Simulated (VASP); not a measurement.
# P in VASP: further runs, part 2 of 2

VASP 6.6.1.

## 3. Single point, PBEsol

This run uses another cell than the first one, of the same volume but with other edges.

The input, INCAR:

```
PREC = Accurate
ENCUT = 520
EDIFF = 1E-6
ISMEAR = 0
SIGMA = 0.05
LREAL = F
LASPH = T
NELM = 60
ALGO = Normal
ISIF = 2
LWAVE = F
LCHARG = F
GGA = PS
NBANDS = 18
```

The input, KPOINTS:

```
Automatic mesh
0
Gamma
  10 1 8
```

The input, POSCAR:

```
P
1.0
    3.3287158819      0.0000000000      0.0000000000
    0.0000000000     35.3345839079      0.0000000000
    0.0000000000      0.0000000000      4.5077239787
P
4
Direct
    0.0000000000      0.9702614300      0.5921507200
    0.0000000000      0.0297385700      0.4078492800
    0.5000000000      0.0297385700      0.0921507200
    0.5000000000      0.9702614300      0.9078492800
```

Potentials or basis: VASP PAW PBE potentials, release 64 (P).

Run with:

```sh
cat potpaw_PBE.64/P/POTCAR > POTCAR
mpirun -np 1 vasp_std > vasp.out
```

OUTCAR:

```text
PREC = Accurate
   ENCUT = 520
   EDIFF = 1E-6
   ISMEAR = 0
   LREAL = F
   LASPH = T
   NELM = 60
   ISIF = 2
   GGA = PS

 ion  position               nearest neighbor table
   1  0.000  0.970  0.592-   4 2.19   4 2.19   2 2.26
   2  0.000  0.030  0.408-   3 2.19   3 2.19   1 2.26
   3  0.500  0.030  0.092-   2 2.19   2 2.19   4 2.26
   4  0.500  0.970  0.908-   1 2.19   1 2.19   3 2.26

  LATTYP: Found a simple orthorhombic cell.
 ALAT       =     3.3287158819
[... 704 lines left out ...]

  FORCE on cell =-STRESS in cart. coord.  units (eV):
  Direction    XX          YY          ZZ          XY          YZ          ZX
  --------------------------------------------------------------------------------------
  -------------------------------------------------------------------------------------
  Total       -1.0359494     -0.4888002      0.9431422      0.0000000      0.0000000      0.0000000
  in kB       -3.1305100     -1.4770933      2.8500583      0.0000000      0.0000000      0.0000000
  external PRESSURE =      -0.5858483 kB  Pullay stress =       0.0000000 kB

 VOLUME and BASIS-vectors are now :
 -----------------------------------------------------------------------------
  energy-cutoff  :      520.00
  volume of cell :      530.19
      direct lattice vectors                 reciprocal lattice vectors
     3.328715882  0.000000000  0.000000000     0.300416147  0.000000000  0.000000000
     0.000000000 35.334583908  0.000000000     0.000000000  0.028300885  0.000000000
     0.000000000  0.000000000  4.507723979     0.000000000  0.000000000  0.221841445

 POSITION                                       TOTAL-FORCE (eV/Angst)
 -----------------------------------------------------------------------------------
      0.00000     34.28378      2.66925         0.000000      0.112865     -0.623609
      0.00000      1.05080      1.83847         0.000000     -0.112865      0.623609
      1.66436      1.05080      0.41539         0.000000     -0.112865     -0.623609
      1.66436     34.28378      4.09233         0.000000      0.112865      0.623609
 -----------------------------------------------------------------------------------
    total drift:                                0.000000      0.000000     -0.000000

  FREE ENERGIE OF THE ION-ELECTRON SYSTEM (eV)
  ---------------------------------------------------
  free  energy   TOTEN  =       -22.7942220636 eV

  energy  without entropy=      -22.7942220636  energy(sigma->0) =      -22.79422206
```

stdout:

```text
POSCAR found type information on POSCAR P
 POSCAR found :  1 types and       4 ions
 scaLAPACK will be used
 -----------------------------------------------------------------------------
|                                                                             |
|                                                                             |
|     You enforced a specific xc type in the INCAR file but a different       |
|     I HOPE YOU KNOW WHAT YOU ARE DOING!                                     |
|                                                                             |
 -----------------------------------------------------------------------------

 LDA part: xc-table for (Slater+PW92), standard interpolation
 POSCAR, INCAR and KPOINTS ok, starting setup
 FFT: planning ... GRIDC
 FFT: planning ... GRID_SOFT
 FFT: planning ... GRID
 WAVECAR not read
 entering main loop
```

Run time: 4.5 min. Hardware: 1 thread of Intel Xeon 6975P-C (Granite Rapids), shared host; peak memory 0.71 GiB.

What came out:

```yaml
Free_energy: -22.7942 eV
Largest_force: 0.634 eV/Å
Band_gap_on_the_k_mesh: 0.69 eV
```

Forces in eV/Å, atoms in the order of the input:
```
P    0.000  0.113 -0.624
P    0.000 -0.113  0.624
P    0.000 -0.113 -0.624
P    0.000  0.113  0.624
```

Caveat: the PAW data sets were made with another functional, which shifts forces and pressure a little.

## 4. Single point, PBEsol

This run uses another cell than the first one, of the same volume but with other edges.

The input, INCAR:

```
SYSTEM = P
ALGO = Normal ; EDIFF = 1E-6
ENCUT = 520 ; GGA = PS
ISIF = 2 ; ISMEAR = 0
LASPH = .TRUE. ; LCHARG = .TRUE.
LELF = .TRUE. ; LREAL = .FALSE.
LVHAR = .TRUE. ; LWAVE = .FALSE.
NBANDS = 18 ; NELM = 80
PREC = Accurate ; SIGMA = 0.05
```

The input, KPOINTS:

```
k-points
0
G
  10 1 8
  0 0 0
```

The input, POSCAR:

```
P
1.0
    3.2307551065      0.0000000000      0.0000000000
    0.0000000000     34.2947224833      0.0000000000
    0.0000000000      0.0000000000      4.7852286295
P
4
Direct
    0.0000000000      0.9702614300      0.5921507200
    0.0000000000      0.0297385700      0.4078492800
    0.5000000000      0.0297385700      0.0921507200
    0.5000000000      0.9702614300      0.9078492800
```

Run with:

```sh
cat potpaw_PBE.64/P/POTCAR > POTCAR
mpirun -np 1 vasp_std > vasp.out
```

It took 3.5 min on 1 thread of Intel Xeon 6975P-C (Granite Rapids), shared host; peak memory 0.59 GiB.

The run converged. Its results:

```yaml
Free_energy: -22.7814 eV
Largest_force: 0.333 eV/Å
Band_gap_on_the_k_mesh: 1.05 eV (least direct gap 1.16 eV)
```

Forces in eV/Å, atoms in the order of the input:
```
P    0.000 -0.243  0.227
P    0.000  0.243 -0.227
P    0.000  0.243  0.227
P    0.000 -0.243 -0.227
```

Levels at points of the mesh, in eV from the valence-band top:
```csv
k point,band 8,band 9,band 10,band 11,band 12,band 13
"(0.00, 0.00, 0.00)",-1.54,-1.30,-0.01,1.15,1.98,3.06
"(0.50, 0.00, 0.00)",-2.70,-1.84,-1.84,1.13,1.13,2.27
"(0.00, 0.00, 0.50)",-2.17,-1.56,-1.56,2.47,2.47,3.84
"(0.50, 0.00, 0.50)",-4.42,-0.86,-0.86,2.48,2.48,3.36
```

Caveat: the PAW data sets were made with another functional, which shifts forces and pressure a little.

## 5. Summary

| cell | gap on the mesh (eV) | largest force (eV/Å) |
| --- | --- | --- |
| a = 3.181, b = 33.767, c = 4.936 Å, 4 atoms | 1.03 | 0.80 |
| a = 3.329, b = 35.335, c = 4.508 Å, 4 atoms | 0.69 | 0.63 |
| a = 3.231, b = 34.295, c = 4.785 Å, 4 atoms | 1.05 | 0.33 |

Alike in all rows: task single point; level PBEsol; potentials or basis VASP PAW PBE potentials, release 64 (P); no spin polarisation; k mesh 10 × 1 × 8; cutoff (eV) 520; smearing gaussian 0.05 eV.

Caveats: the PAW data sets were made with another functional, which shifts forces and pressure a little.

Absolute energies hang on the potentials; compare differences alone.
